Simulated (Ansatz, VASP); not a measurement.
HfO2 in VASP and in Ansatz

```xyz
12
Lattice="-4.0186 0.0000 0.0000 2.0093 2.0093 -5.3227 0.0000 -8.0372 0.0000" Properties=species:S:1:pos:R:3 pbc="T T T"
Hf    0.0000    0.0000    0.0000
Hf   -4.0186   -4.0186    0.0000
Hf   -2.0093   -4.0186   -2.6614
Hf   -2.0093    0.0000   -2.6614
O     0.0000   -4.0186   -2.1473
O     0.0000    0.0000   -2.1473
O    -2.0093   -4.0186   -0.5141
O    -2.0093    0.0000   -0.5141
O    -2.0093   -4.0186   -4.8086
O    -2.0093    0.0000   -4.8086
O    -2.0093   -6.0279   -3.1754
O    -2.0093   -2.0093   -3.1754
```

Alike in both runs: task single point; functional PBE; k mesh 4 × 4 × 2; occupations gaussian, width 0.1 eV; no spin polarisation.

|  | VASP | Ansatz |
| --- | --- | --- |
| version | VASP 6.6.1 | Ansatz 0.2.0 |
| potentials or method | VASP PAW PBE potentials, release 64 (Hf_pv, O), cutoff 520 eV | scalar-relativistic, plane waves, PAW |
| valence electrons in the cell | 88 | 152 |

Ansatz gave:

* gap on the k mesh at the Fermi level (eV): 4.42
* least direct gap on the mesh (eV): 4.68
* pressure (GPa): 0.0
* traceless stress, the component that is largest in VASP (GPa): -0.03
* rms of the force components (eV/Å): 0.001

What did VASP give for the same quantities?

gap on the k mesh at the Fermi level (eV): 4.42; least direct gap on the mesh (eV): 4.67; pressure (GPa): -2.4; traceless stress, the component that is largest in VASP (GPa): -0.33; rms of the force components (eV/Å): 0.024.

Atom by atom the forces differ by 0.023 eV/Å (rms over components). VASP's potentials hold 88 valence electrons a cell and Ansatz's 152, so a difference there can come from the potentials and not from the codes.

Neither program's run includes spin-orbit coupling.
